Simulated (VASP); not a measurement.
Write the native input for VASP 6.6.1 that does the following.

* Task: relaxation of cell and atoms
* Functional: PBE
* Potentials or basis: VASP PAW PBE potentials, release 64 (Mn_pv, S)
* Cutoff: 500 eV
* k mesh: 8 × 8 × 8
* Occupations: gaussian, width 0.1 eV
* Spin: collinear spin, ferromagnetic start
* Starting moments: [4.42, 4.42, 4.42, 4.42, 0.14, 0.14, 0.14, 0.14] μB
* Dipole correction: no
* Further INCAR settings: ALGO = Normal; EDIFF = 1e-07; IBRION = 2; EDIFFG = -0.015; NSW = 80; ISIF = 3

The structure of MnS lies in POSCAR:

```
MnS
1.0
    5.0926095871      0.0000000000      0.0000000000
    0.0000000000     -5.0926095871      0.0000000000
    0.0000000000      0.0000000000     -5.0926095871
Mn S
4 4
Direct
    0.0000000000      1.0000000000      1.0000000000
    0.5000000000      0.5000000000      1.0000000000
    0.5000000000      1.0000000000      0.5000000000
    0.0000000000      0.5000000000      0.5000000000
    0.5000000000      0.0000000000      0.0000000000
    0.0000000000      0.5000000000      0.0000000000
    0.0000000000      0.0000000000      0.5000000000
    0.5000000000      0.5000000000      0.5000000000
```

The input as run:

INCAR

```
  PREC = Accurate
  ENCUT = 500
  EDIFF = 1E-7
  ISMEAR = 0
  SIGMA = 0.1
  LREAL = False
  LASPH = True
  NELM = 200
  ALGO = Normal
  ISIF = 3
  LWAVE = False
  LCHARG = False
  ISPIN = 2
  MAGMOM = 4.42 4.42 4.42 4.42 0.14 0.14 0.14 0.14
  LORBIT = 11
  LMAXMIX = 4
  GGA = PE
  IBRION = 2
  NSW = 80
  EDIFFG = -0.015
  GGA_COMPAT = False
  NELMIN = 4
  KPAR = 4
```

KPOINTS

```
regular mesh
0
Gamma
  8 8 8
```

Potentials or basis: VASP PAW PBE potentials, release 64 (Mn_pv, S).

Command:

```console
$ cat potpaw_PBE.64/Mn_pv/POTCAR potpaw_PBE.64/S/POTCAR > POTCAR
$ mpirun -np 4 vasp_std > vasp.out
```

It gave:

```yaml
Relaxed_volume: 16.64 Å³/atom
Relaxed_cell: a = 5.106 Å, b = 5.106 Å, c = 5.106 Å, α = 90.00°, β = 90.00°, γ = 90.00°
Space_group_after_relaxing_to_0.1_Å: Fm-3m (No. 225)
Energy_gained_by_relaxing: 0.2 meV/atom
Ionic_steps: 2
Pressure_after_relaxing: 0.1 GPa
Net_moment: 18.17 μB per cell
Site_moments: Mn +4.13; S +0.09 μB
Valence_electrons_inside_the_program's_atomic_spheres: Mn 11.37; S 3.74
```

Caveat: only a ferromagnetic start was run, and an antiferromagnetic order may lie lower in energy.

Run time: 2.5 min on 4 MPI ranks on AMD EPYC 9R45 96-Core Processor (Zen 5) (shared host), peak memory 0.48 GiB a rank.
